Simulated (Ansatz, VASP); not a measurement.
## GaAs: VASP beside Ansatz

```xyz
2
Lattice="0.0000 2.8331 2.8331 2.8331 0.0000 2.8331 2.8331 2.8331 0.0000" Properties=species:S:1:pos:R:3 pbc="T T T"
Ga    0.0000    0.0000    0.0000
As    1.4165    1.4165    1.4165
```

Alike in both runs: task single point; functional r2SCAN; k mesh 6 × 6 × 6; no spin polarisation.

|  | VASP | Ansatz |
| --- | --- | --- |
| version | VASP 6.6.1 | Ansatz 0.2.0 |
| potentials or method | VASP PAW PBE potentials, release 64 (Ga_d, As) | plane waves, PAW |
| plane-wave cutoff (eV) | 550 | 500 |
| occupations | gaussian, width 0.01 eV | fixed |
| valence electrons in the cell | 18 | 28 |

|  | VASP | Ansatz | Ansatz less VASP |
| --- | --- | --- | --- |
| gap on the k mesh at the Fermi level (eV) | 0.94 | 0.96 | +0.019 |
| pressure (GPa) | 0.1 | 0.0 | -0.12 |

VASP's potentials were made for PBE, not for r2SCAN. VASP's potentials hold 18 valence electrons a cell and Ansatz's 28, so a difference there can come from the potentials and not from the codes.
